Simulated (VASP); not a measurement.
Here is a VASP 6.6.1 calculation.

Contents of POSCAR:

```
SnS2
1.0
    3.6235996058      0.0000000000      0.0000000000
   -1.8117998029      3.1381293118      0.0000000000
    0.0000000000      0.0000000000      5.4175484982
Sn S
1 2
Direct
    0.0000000000      0.0000000000      0.0000000000
    0.3333333333      0.6666666667      0.2720014038
    0.6666666667      0.3333333333      0.7279985962
```

INCAR.step1

```
PREC = Accurate
ENCUT = 400
EDIFF = 1E-5
ISMEAR = 0
SIGMA = 0.05
LREAL = False
LASPH = True
NELM = 120
ALGO = Normal
ISIF = 2
LWAVE = True
LCHARG = False
NBANDS = 20
GGA = PE
GGA_COMPAT = False
```

Contents of INCAR.step2:

```
PREC = Accurate
ENCUT = 400
EDIFF = 1E-6
ISMEAR = 0
SIGMA = 0.05
LREAL = False
LASPH = True
NELM = 120
ALGO = Normal
ISIF = 2
LWAVE = False
LCHARG = False
GGA = PE
LHFCALC = True
AEXX = 0.05
PRECFOCK = Normal
NBANDS = 20
ISTART = 1
GGA_COMPAT = False
```

KPOINTS

```
regular mesh
0
Gamma
  4 4 2
```

Potentials or basis: VASP PAW PBE potentials, release 64 (Sn_d, S).

Launch:

```console
$ cat potpaw_PBE.64/Sn_d/POTCAR potpaw_PBE.64/S/POTCAR > POTCAR
$ cp INCAR.step1 INCAR
$ mpirun -np 1 vasp_std > vasp.out
$ cp INCAR.step2 INCAR
$ mpirun -np 1 vasp_std > vasp.out
```

Q: Predict the band gap on the k mesh.

A: 1.59 eV (least direct gap 1.88 eV).

Q: Predict the largest force.

A: 0.176 eV/Å.

Forces in eV/Å, atoms in the order of the input:
```
Sn   0.000  0.000  0.000
S    0.000  0.000 -0.176
S    0.000  0.000  0.176
```

Caveat: the k points lie up to 0.58 Å⁻¹ apart; the PAW data sets were made with another functional, which shifts forces and pressure a little; spin-orbit coupling is left out, which moves the levels of the heavy elements. A k mesh can miss the band edges.
